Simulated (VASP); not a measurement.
# LuHfF (P4/nmm) in VASP: a series of runs

The runs below take LuHfF through single point, with PBE.

Everything below comes from runs of VASP 6.6.1. Logs are shortened: lines on timing, memory, paths and dates and some standing lists are left out, and cuts for length are marked.

## (1) The cell of the first run

Symmetry: P4/nmm, No. 129, tetragonal system. Conventional cell: a = 3.792 Å, b = 3.792 Å, c = 7.766 Å, α = 90.00°, β = 90.00°, γ = 90.00°. Lu (site symmetry 4mm) has 5 F at 2.62 to 2.68 Å and 5 Hf at 2.97 to 3.45 Å within 3.5 Å. Within 2.9 Å of Hf (site symmetry 4mm) lie 1 F at 2.17 Å and 4 Hf at 2.80 Å. Within 2.9 Å of F (site symmetry 4mm) lie 1 Hf at 2.17 Å and 5 Lu at 2.62 to 2.68 Å.

## (2) Single point, PBE

INCAR reads:

```
PREC = Accurate
ENCUT = 520
EDIFF = 1E-6
ISMEAR = 0
SIGMA = 0.1
LREAL = F
LASPH = T
NELM = 60
ALGO = Normal
ISIF = 2
LWAVE = F
LCHARG = F
GGA = PE
NBANDS = 51
```

KPOINTS reads:

```
regular mesh
0
Gamma
  4 4 2
```

POSCAR reads:

```
LuHfF
1.0
    3.7922026500      0.0000000000      0.0000000000
    0.0000000000      3.7922026500      0.0000000000
    0.0000000000      0.0000000000      7.7664683300
Lu Hf F
2 2 2
Direct
    0.5000000000      0.0000000000      0.8306599900
    0.0000000000      0.5000000000      0.1693400100
    0.5000000000      0.0000000000      0.4480800000
    0.0000000000      0.5000000000      0.5519200000
    0.5000000000      0.0000000000      0.1681000000
    0.0000000000      0.5000000000      0.8319000000
```

Potentials or basis: VASP PAW PBE potentials, release 64 (Lu, Hf_pv, F).

On the command line:

```sh
> cat potpaw_PBE.64/Lu/POTCAR potpaw_PBE.64/Hf_pv/POTCAR potpaw_PBE.64/F/POTCAR > POTCAR
> mpirun -np 1 vasp_std > vasp.out
```

OUTCAR:

```text
PREC = Accurate
   ENCUT = 520
   EDIFF = 1E-6
   ISMEAR = 0
   LREAL = F
   LASPH = T
   NELM = 60
   ISIF = 2
   GGA = PE

 ion  position               nearest neighbor table
   1  0.500  0.000  0.831-   5 2.62   6 2.68   6 2.68   6 2.68   6 2.68   3 2.97   4 3.45   4 3.45
                             4 3.45   4 3.45   2 3.76   2 3.76   2 3.76   2 3.76
   2  0.000  0.500  0.169-   6 2.62   5 2.68   5 2.68   5 2.68   5 2.68   4 2.97   3 3.45   3 3.45
                             3 3.45   3 3.45   1 3.76   1 3.76   1 3.76   1 3.76
   3  0.500  0.000  0.448-   5 2.17   4 2.80   4 2.80   4 2.80   4 2.80   1 2.97   2 3.45   2 3.45
                             2 3.45   2 3.45
   4  0.000  0.500  0.552-   6 2.17   3 2.80   3 2.80   3 2.80   3 2.80   2 2.97   1 3.45   1 3.45
                             1 3.45   1 3.45
   5  0.500  0.000  0.168-   3 2.17   1 2.62   2 2.68   2 2.68   2 2.68   2 2.68
   6  0.000  0.500  0.832-   4 2.17   2 2.62   1 2.68   1 2.68   1 2.68   1 2.68

  LATTYP: Found a simple tetragonal cell.
 ALAT       =     3.7922026500
 C/A-ratio  =     2.0480098367

  Lattice vectors:

 A1 = (   3.7922026500,   0.0000000000,   0.0000000000)
 A2 = (   0.0000000000,   3.7922026500,   0.0000000000)
 A3 = (   0.0000000000,   0.0000000000,   7.7664683300)

Analysis of symmetry for initial positions (statically):
=====================================================================
 Subroutine PRICEL returns:
 Original cell was already a primitive cell.

 Routine SETGRP: Setting up the symmetry group for a
 simple tetragonal supercell.

 Subroutine GETGRP returns: Found 16 space group operations
 (whereof  8 operations were pure point group operations)
 out of a pool of 16 trial point group operations.

The static configuration has the point symmetry D_2d.
 The point group associated with its full space group is D_4h.

Analysis of symmetry for dynamics (positions and initial velocities):
=====================================================================
 Subroutine PRICEL returns:
 Original cell was already a primitive cell.

 Routine SETGRP: Setting up the symmetry group for a
 simple tetragonal supercell.

 Subroutine GETGRP returns: Found 16 space group operations
 (whereof  8 operations were pure point group operations)
 out of a pool of 16 trial point group operations.

The dynamic configuration has the point symmetry D_2d.
 The point group associated with its full space group is D_4h.

 Subroutine INISYM returns: Found 16 space group operations
 (whereof  8 operations are pure point group operations),
 and found     1 'primitive' translations

----------------------------------------------------------------------------------------

                                     Primitive cell

  volume of cell :     111.6880

  direct lattice vectors                    reciprocal lattice vectors
     3.792202650  0.000000000  0.000000000     0.263698988  0.000000000  0.000000000
     0.000000000  3.792202650  0.000000000     0.000000000  0.263698988  0.000000000
     0.000000000  0.000000000  7.766468330     0.000000000  0.000000000  0.128758653

  length of vectors
     3.792202650  3.792202650  7.766468330     0.263698988  0.263698988  0.128758653

  position of ions in fractional coordinates (direct lattice)
     0.500000000  0.000000000  0.830659990
     0.000000000  0.500000000  0.169340010
     0.500000000  0.000000000  0.448080000
     0.000000000  0.500000000  0.551920000
     0.500000000  0.000000000  0.168100000
     0.000000000  0.500000000  0.831900000

  ion indices of the primitive-cell ions
   primitive index   ion index
                 1           1
                 2           2
                 3           3
                 4           4
                 5           5
                 6           6

----------------------------------------------------------------------------------------

 KPOINTS: regular mesh

Automatic generation of k-mesh.
 Grid dimensions read from file:
 generate k-points for:    4    4    2

 Generating k-lattice:

  Cartesian coordinates                     Fractional coordinates (reciprocal lattice)
     0.065924747  0.000000000  0.000000000     0.250000000  0.000000000  0.000000000
     0.000000000  0.065924747  0.000000000     0.000000000  0.250000000  0.000000000
     0.000000000  0.000000000  0.064379326     0.000000000  0.000000000  0.500000000

  Length of vectors
     0.065924747  0.065924747  0.064379326

  Shift w.r.t. Gamma in fractional coordinates (k-lattice)
     0.000000000  0.000000000  0.000000000

 Subroutine IBZKPT returns following result:
 ===========================================

 Found     12 irreducible k-points:

 Following reciprocal coordinates:
            Coordinates               Weight
  0.000000  0.000000  0.000000      1.000000
  0.250000  0.000000  0.000000      4.000000
  0.500000  0.000000  0.000000      2.000000
  0.250000  0.250000  0.000000      4.000000
  0.500000  0.250000  0.000000      4.000000
  0.500000  0.500000  0.000000      1.000000
  0.000000  0.000000  0.500000      1.000000
  0.250000  0.000000  0.500000      4.000000
  0.500000  0.000000  0.500000      2.000000
  0.250000  0.250000  0.500000      4.000000
  0.500000  0.250000  0.500000      4.000000
  0.500000  0.500000  0.500000      1.000000
   k-points           NKPTS =     12   k-points in BZ     NKDIM =     12   number of bands    NBANDS=     51
   number of dos      NEDOS =    301   number of ions     NIONS =      6
   total plane-waves  NPLWV =  47040
   dimension x,y,z NGX =    28 NGY =   28 NGZ =   60
   dimension x,y,z NGXF=    56 NGYF=   56 NGZF=  120
   ions per type =               2   2   2
   NGX,Y,Z   is equivalent  to a cutoff of  12.27, 12.27, 12.84 a.u.
   NGXF,Y,Z  is equivalent  to a cutoff of  24.55, 24.55, 25.69 a.u.
 SYSTEM =  unknown system
   PREC   = accura    normal or accurate (medium, high low for compatibility)
   ISTART =      0    job   : 0-new  1-cont  2-samecut
   ICHARG =      2    charge: 1-file 2-atom 10-const
   ISPIN  =      1    spin polarized calculation?
   LNONCOLLINEAR =      F non collinear calculations
   LSORBIT =      F    spin-orbit coupling
   LASPH  =      T    aspherical Exc in radial PAW
   ENCUT  =  520.0 eV  38.22 Ry    6.18 a.u.   7.05  7.05 14.44*2*pi/ulx,y,z
   NELM   =     60;   NELMIN=  2; NELMDL= -5     # of ELM steps
   EDIFF  = 0.1E-05   stopping-criterion for ELM
   LREAL  =      F    real-space projection
   EDIFFG = 0.1E-04   stopping-criterion for IOM
   NSW    =      0    number of steps for IOM
   IBRION =     -1    ionic relax: 0-MD 1-quasi-New 2-CG
   NFREE  =      0    steps in history (QN), initial steepest desc. (CG)
   ISIF   =      2    stress and relaxation
   ISYM   =      2    0-nonsym 1-usesym 2-fastsym
   POTIM  = 0.5000    time-step for ionic-motion
   TEBEG  =    0.0;   TEEND  =   0.0 temperature during run
   PSTRESS=    0.0 pullay stress
   NELECT =      84.0000    total number of electrons
   NUPDOWN=      -1.0000    fix difference up-down
   EMIN   =  10.00;   EMAX   =-10.00  energy-range for DOS
   EFERMI =   0.00;   METHOD = LEGACY
   ISMEAR =     0;   SIGMA  =   0.10  broadening in eV -4-tet -1-fermi 0-gaus
   EFERMI_NEDOS =   21; number of points for ismear=-14 and -15
   IALGO  =     38    algorithm
   IMIX   =      4    mixing-type and parameters
     AMIX     =   0.40;   BMIX     =  1.00
     AMIX_MAG =   1.60;   BMIX_MAG =  1.00
  volume/ion in A,a.u.               =      18.61       125.62
  Fermi-wavevector in a.u.,A,eV,Ry     =   1.488786  2.813398 30.157106  2.216485
  Thomas-Fermi vector in A             =   2.601777
   LORBIT       =      0    0 simple, 1 ext, 2 COOP (PROOUT), +10 PAW based schemes
   GGA     = PE    functional components
   LHFCALC =     F    Hartree Fock is set to
   AEXX    =    0.0000 exact exchange contribution
   IVDW    =     0    specifies the selected vdW correction
   LEPSILON=     F    determine dielectric tensor
   LRPA    =     F    only Hartree local field effects (RPA)
 non-spin polarized calculation
 Gauss-broadening in eV      SIGMA  =   0.10
  energy-cutoff  :      520.00
  volume of cell :      111.69
 maximum number of plane-waves:      3032
   NGX = 15   NGY = 15   NGZ = 29

 number of electron      84.0000036 magnetization

 Free energy of the ion-electron system (eV)
  ---------------------------------------------------
  ext. energy  EPLUGINS =         0.00000000
  ---------------------------------------------------
  free energy    TOTEN  =       -39.34516557 eV

  energy without entropy =      -39.31816708  energy(sigma->0) =      -39.33166633

 E-fermi :   4.3575     XC(G=0): -11.1818

 val. band max:        4.3542539603   @ k =   0.2500   0.2500   0.0000
 cond. band min:       4.3917432343   @ k =   0.2500   0.0000   0.0000
 fundamental gap:      0.0374892740
 Fermi energy:         4.3574611743

 k-point     1 :       0.0000    0.0000    0.0000
  band No.  band energies     occupation
      1     -52.7823      2.00000
      2     -52.7762      2.00000
      3     -26.1044      2.00000
      4     -26.1044      2.00000
      5     -26.0659      2.00000
      6     -25.9707      2.00000
[... 43 lines left out ...]
     50       7.4371      0.00000
     51       7.8845      0.00000

 k-point     2 :       0.2500    0.0000    0.0000
  band No.  band energies     occupation
      1     -52.7801      2.00000
      2     -52.7757      2.00000
      3     -26.2126      2.00000
      4     -26.0353      2.00000
      5     -25.9657      2.00000
      6     -25.8382      2.00000
[... 43 lines left out ...]
     50       7.0371      0.00000
     51       7.5385      0.00000

 k-point     3 :       0.5000    0.0000    0.0000
  band No.  band energies     occupation
      1     -52.7765      2.00000
      2     -52.7765      2.00000
      3     -26.1674      2.00000
      4     -26.1674      2.00000
      5     -25.6224      2.00000
      6     -25.6224      2.00000
[... 475 lines left out ...]
     50       7.0946      0.00000
     51       7.9513      0.00000

 k-point    12 :       0.5000    0.5000    0.5000
  band No.  band energies     occupation
      1     -52.7739      2.00000
      2     -52.7739      2.00000
      3     -26.3151      2.00000
      4     -26.3151      2.00000
      5     -25.9956      2.00000
      6     -25.9956      2.00000
[... 43 lines left out ...]
     50       7.1415      0.00000
     51       8.6444      0.00000

------------------------ aborting loop because EDIFF is reached ----------------------------------------

  FORCE on cell =-STRESS in cart. coord.  units (eV):
  Direction    XX          YY          ZZ          XY          YZ          ZX
  --------------------------------------------------------------------------------------
  -------------------------------------------------------------------------------------
  Total        1.7079709      1.7079709      7.8604681      0.0000000      0.0000000      0.0000000
  in kB       24.5010336     24.5010336    112.7592923      0.0000000      0.0000000      0.0000000
  external PRESSURE =      53.9204532 kB  Pullay stress =       0.0000000 kB

 VOLUME and BASIS-vectors are now :
 -----------------------------------------------------------------------------
  energy-cutoff  :      520.00
  volume of cell :      111.69
      direct lattice vectors                 reciprocal lattice vectors
     3.792202650  0.000000000  0.000000000     0.263698988  0.000000000  0.000000000
     0.000000000  3.792202650  0.000000000     0.000000000  0.263698988  0.000000000
     0.000000000  0.000000000  7.766468330     0.000000000  0.000000000  0.128758653

 POSITION                                       TOTAL-FORCE (eV/Angst)
 -----------------------------------------------------------------------------------
      1.89610      0.00000      6.45129         0.000000      0.000000      0.016511
      0.00000      1.89610      1.31517         0.000000     -0.000000     -0.016511
      1.89610      0.00000      3.48000        -0.000000      0.000000     -2.131882
      0.00000      1.89610      4.28647         0.000000      0.000000      2.131882
      1.89610      0.00000      1.30554        -0.000000      0.000000     -0.720954
      0.00000      1.89610      6.46093         0.000000     -0.000000      0.720954
 -----------------------------------------------------------------------------------
    total drift:                                0.000000      0.000000      0.000000

  FREE ENERGIE OF THE ION-ELECTRON SYSTEM (eV)
  ---------------------------------------------------
  free  energy   TOTEN  =       -39.3451655704 eV

  energy  without entropy=      -39.3181670810  energy(sigma->0) =      -39.33166633
```

Wall time 54 s (1 thread of AMD EPYC 9R45 (Zen 5), shared host); peak memory 0.21 GiB.

Results:

```
Free energy            : -39.3452 eV
Pressure               : 5.4 GPa
Largest force          : 2.132 eV/Å
Band gap on the k mesh : zero (band 42 reaches 4.72 eV, above the bottom of band 43 at 4.23 eV)
```

Forces in eV/Å, atoms in the order of the input:
```
Lu   0.000  0.000  0.017
Lu   0.000  0.000 -0.017
Hf   0.000  0.000 -2.132
Hf   0.000  0.000  2.132
F    0.000  0.000 -0.721
F    0.000  0.000  0.721
```

Stress tensor (GPa, compression positive):
```
 2.45  0.00  0.00
 0.00  2.45  0.00
 0.00  0.00 11.28
```

Caveat: the k points lie up to 0.41 Å⁻¹ apart; spin-orbit coupling is left out, which moves the levels of the heavy elements; forces of over 1 eV/Å act on the atoms, so gaps and moduli don't describe the material at rest.

## (3) Single point, PBE

This run uses another cell than the first one, of 19.67 Å³/atom, 1.056 times its volume.

INCAR reads:

```
SYSTEM = LuHfF
PREC = Accurate ; ENCUT = 520
EDIFF = 1E-6 ; ISMEAR = 0
SIGMA = 0.1 ; LREAL = .FALSE.
LASPH = .TRUE. ; NELM = 60
ALGO = Normal ; ISIF = 2
LWAVE = .FALSE. ; LCHARG = .FALSE.
GGA = PE ; NBANDS = 51
```

KPOINTS reads:

```
Automatic mesh
0
G
  4 4 2
  0 0 0
```

POSCAR reads:

```
LuHfF
1.0
    3.7409337008      0.0000000000      0.0000000000
    0.0000000000      3.7409337008      0.0000000000
    0.0000000000      0.0000000000      8.4315141058
Lu Hf F
2 2 2
Direct
    0.5000000000      0.0000000000      0.8024120106
    0.0000000000      0.5000000000      0.1975879894
    0.5000000000      0.0000000000      0.4265610783
    0.0000000000      0.5000000000      0.5734389217
    0.5000000000      0.0000000000      0.0700277549
    0.0000000000      0.5000000000      0.9299722451
```

Potentials or basis: VASP PAW PBE potentials, release 64 (Lu, Hf_pv, F).

On the command line:

```sh
> cat potpaw_PBE.64/Lu/POTCAR potpaw_PBE.64/Hf_pv/POTCAR potpaw_PBE.64/F/POTCAR > POTCAR
> mpirun -np 1 vasp_std > vasp.out
```

It took 59 s on 1 thread of AMD EPYC 9R45 (Zen 5), shared host; peak memory 0.22 GiB.

Results (log left out):

```
Free energy            : -40.8137 eV
Pressure               : 0.0 GPa
Largest force          : 0.074 eV/Å
Band gap on the k mesh : 0.11 eV, indirect (least direct gap 0.36 eV)
```

Forces on the atoms (eV/Å):
```
Lu   0.000  0.000 -0.058
Lu   0.000  0.000  0.058
Hf   0.000  0.000  0.003
Hf   0.000  0.000 -0.003
F    0.000  0.000  0.074
F    0.000  0.000 -0.074
```

Stress tensor (GPa, compression positive):
```
-0.12  0.00  0.00
 0.00 -0.12  0.00
 0.00  0.00  0.34
```

Levels at points of the mesh, in eV from the valence-band top:
```tsv
k point	band 39	band 40	band 41	band 42	band 43	band 44	band 45	band 46
(0.00, 0.00, 0.00)	-2.46	-1.51	-1.13	-0.37	0.38	0.63	1.09	1.09
(0.50, 0.00, 0.00)	-2.06	-2.06	-0.28	-0.28	0.47	0.47	1.95	1.95
(0.50, 0.50, 0.00)	-1.10	-1.10	-0.08	-0.08	0.55	0.55	0.72	0.72
(0.00, 0.00, 0.50)	-2.42	-0.94	-0.81	-0.73	0.64	0.88	1.03	1.03
(0.50, 0.00, 0.50)	-2.03	-2.03	-0.35	-0.35	0.73	0.73	1.72	1.72
(0.50, 0.50, 0.50)	-1.19	-1.19	0.00	0.00	0.36	0.36	0.59	0.59
```

Caveat: spin-orbit coupling is left out, which moves the levels of the heavy elements.
